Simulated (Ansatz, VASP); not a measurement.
Ge: VASP beside Ansatz

INCAR

```
  ALGO = Normal
  EDIFF = 1E-7
  ENCUT = 520
  GGA = PS
  ISIF = 2
  ISMEAR = 1
  LASPH = T
  LCHARG = T
  LELF = T
  LREAL = F
  LVHAR = T
  LWAVE = F
  NBANDS = 36
  NELM = 60
  PREC = Accurate
  SIGMA = 0.2
```

KPOINTS

```
k-points
0
Gamma
  6 6 6
```

The input POSCAR:

```
Ge
1.0
    0.0000000000      2.8857400000      5.1156650000
    2.6304970000      0.0000000000      5.1156650000
    2.6304970000      2.8857400000      0.0000000000
Ge
4
Direct
    0.7818670000      0.7818670000      0.2181330000
    0.2181330000      0.2181330000      0.7818670000
    0.2735100000      0.7264900000      0.2735100000
    0.7264900000      0.2735100000      0.7264900000
```

Input for Ansatz:

```yaml
crystal:
  lattice:
    - [0.0, 2.88574, 5.115665]
    - [2.630497, 0.0, 5.115665]
    - [2.630497, 2.88574, 0.0]
  atoms:
    - { symbol: Ge, position: [0.781867, 0.781867, 0.218133] }
    - { symbol: Ge, position: [0.218133, 0.218133, 0.781867] }
    - { symbol: Ge, position: [0.27351, 0.72649, 0.27351] }
    - { symbol: Ge, position: [0.72649, 0.2735099999999999, 0.7264900000000001] }
kpoints:
  mp_grid:
    grid: [6, 6, 6]
hamiltonian:
  xc: pbesol
scf:
  convergence:
    dr2_threshold: 1.0e-10
  occupations:
    method: cold
    width: 0.2
output:
  stress: true
```

Alike in both runs: task single point; functional PBEsol; k mesh 6 × 6 × 6; no spin polarisation.

|  | VASP | Ansatz |
| --- | --- | --- |
| version | VASP 6.6.1 | Ansatz 0.2.0 |
| potentials or method | VASP PAW PBE potentials, release 64 (Ge_d) | plane waves, PAW |
| plane-wave cutoff (eV) | 520 | 420 |
| occupations | methfessel-paxton of order 1, width 0.2 eV | cold, width 0.2 eV |
| valence electrons in the cell | 56 | 56 |

VASP gave:

```
pressure (GPa)                                                : -3.3
traceless stress, the component that is largest in VASP (GPa) : 1.87
```

Task: Estimate Ansatz's values.

Result: Pressure (GPa): -3.3; traceless stress, the component that is largest in VASP (GPa): 1.63.

VASP's potentials were made for PBE, not for PBEsol.
